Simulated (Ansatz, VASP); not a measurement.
## Two plane-wave programs on Mg2GeN3

Contents of INCAR:

```
SYSTEM = Mg2GeN3
PREC = Accurate
ENCUT = 520
EDIFF = 1E-6
ISMEAR = 0
SIGMA = 0.1
LREAL = .False.
LASPH = .True.
NELM = 100
ALGO = Normal
ISIF = 2
LWAVE = .False.
LCHARG = .True.
GGA = PE
LELF = .True.
LVHAR = .True.
NBANDS = 26
```

File KPOINTS:

```
Automatic mesh
0
Gamma
  12 12 4
  0 0 0
```

File POSCAR:

```
Mg2GeN3
1.0
    3.0032302472      0.0000000000      0.0000000000
   -1.5016151236      2.6008736875      0.0000000000
    0.0000000000      0.0000000000      7.7285018393
Mg Ge N
2 1 3
Direct
    0.3333333333      0.6666666667      0.6674184204
    0.6666666667      0.3333333333      0.3325815796
    0.0000000000      0.0000000000      0.0000000000
    0.3333333333      0.6666666667      0.1438157199
    0.6666666667      0.3333333333      0.8561842801
    0.0000000000      0.0000000000      0.5000000000
```

Input for Ansatz:

```yaml
crystal:
  lattice:
    - [3.0032302472, 0.0, 0.0]
    - [-1.5016151236, 2.6008736875, 0.0]
    - [0.0, 0.0, 7.7285018393]
  atoms:
    - { symbol: Mg, position: [0.3333333333, 0.6666666667, 0.6674184204] }
    - { symbol: Mg, position: [0.6666666667, 0.3333333333, 0.3325815796] }
    - { symbol: Ge, position: [0.0, 0.0, 0.0] }
    - { symbol: "N", position: [0.3333333333, 0.6666666667, 0.1438157199] }
    - { symbol: "N", position: [0.6666666667, 0.3333333333, 0.8561842801] }
    - { symbol: "N", position: [0.0, 0.0, 0.5] }
basis:
  ecutwfc: 420
kpoints:
  mp_grid: { grid: [12, 12, 4] }
  band_path:
    path:
      - [[0.0, 0.0, 0.0], [0.5, 0.0, 0.0], [0.33333333, 0.33333333, 0.0], [0.0, 0.0, 0.0], [0.0, 0.0, 0.5], [0.5, 0.0, 0.5], [0.33333333, 0.33333333, 0.5], [0.0, 0.0, 0.5]]
      - [[0.5, 0.0, 0.5], [0.5, 0.0, 0.0]]
      - [[0.33333333, 0.33333333, 0.5], [0.33333333, 0.33333333, 0.0]]
    npoints: 14
hamiltonian:
  xc: pbe
scf:
  occupations: { method: gaussian, width: 0.1 }
  n_extra_bands: 15
output:
  forces: true
  stress: true
  eigenvalues: true
  populations: true
  dos: { projected: true, de: 0.02, nscf_kmesh: { grid: [15, 15, 5] } }
  bader: true
  write_density: true
  write_potential: true
  elf: true
  volumetric_format: npy
```

Alike in both runs: task single point; functional PBE; k mesh 12 × 12 × 4; occupations gaussian, width 0.1 eV; no spin polarisation.

|  | VASP | Ansatz |
| --- | --- | --- |
| version | VASP 6.6.1 | Ansatz 0.2.0 |
| potentials or method | VASP PAW PBE potentials, release 64 (Mg, Ge_d, N), cutoff 520 eV | scalar-relativistic, plane waves, PAW |
| valence electrons in the cell | 33 | 49 |

VASP gave:

```
gap on the k mesh at the Fermi level (eV)                     : none
pressure (GPa)                                                : -0.3
traceless stress, the component that is largest in VASP (GPa) : -0.09
rms of the force components (eV/Å)                            : 0.013
```

Problem. What did Ansatz give for the same quantities?

Solution. gap on the k mesh at the Fermi level (eV): none; pressure (GPa): 0.0; traceless stress, the component that is largest in VASP (GPa): -0.01; rms of the force components (eV/Å): 0.002.

Atom by atom the forces differ by 0.013 eV/Å (rms over components). A gap of «none» marks a metal or a gap that the smearing closes. VASP's potentials hold 33 valence electrons a cell and Ansatz's 49, so a difference there can come from the potentials and not from the codes.
